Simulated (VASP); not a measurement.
Input of a VASP 6.6.1 run:

INCAR

```
PREC = Accurate
ENCUT = 500
EDIFF = 1E-6
ISMEAR = 0
SIGMA = 0.02
LREAL = F
LASPH = T
NELM = 120
ALGO = Normal
ISIF = 2
LWAVE = F
LCHARG = T
GGA = PS
LELF = T
LVHAR = T
NBANDS = 11
GGA_COMPAT = F
```

The input KPOINTS:

```
regular mesh
0
Gamma
  8 8 8
```

POSCAR

```
BP
1.0
    0.0000000000      2.2600712690      2.2600712690
    2.2600712690      0.0000000000      2.2600712690
    2.2600712690      2.2600712690      0.0000000000
B P
1 1
Direct
    0.0000000000      0.0000000000      0.0000000000
    0.2500000000      0.2500000000      0.2500000000
```

Potentials or basis: VASP PAW PBE potentials, release 64 (B, P).

Command:

```sh
$ cat potpaw_PBE.64/B/POTCAR potpaw_PBE.64/P/POTCAR > POTCAR
$ mpirun -np 1 vasp_std > vasp.out
```

What does it give for the band gap on the k mesh?

1.15 eV, indirect (least direct gap 3.37 eV).

Estimate the pressure.

0.1 GPa.

Caveat: the PAW data sets were made with another functional, which shifts forces and pressure a little. A k mesh can miss the band edges.
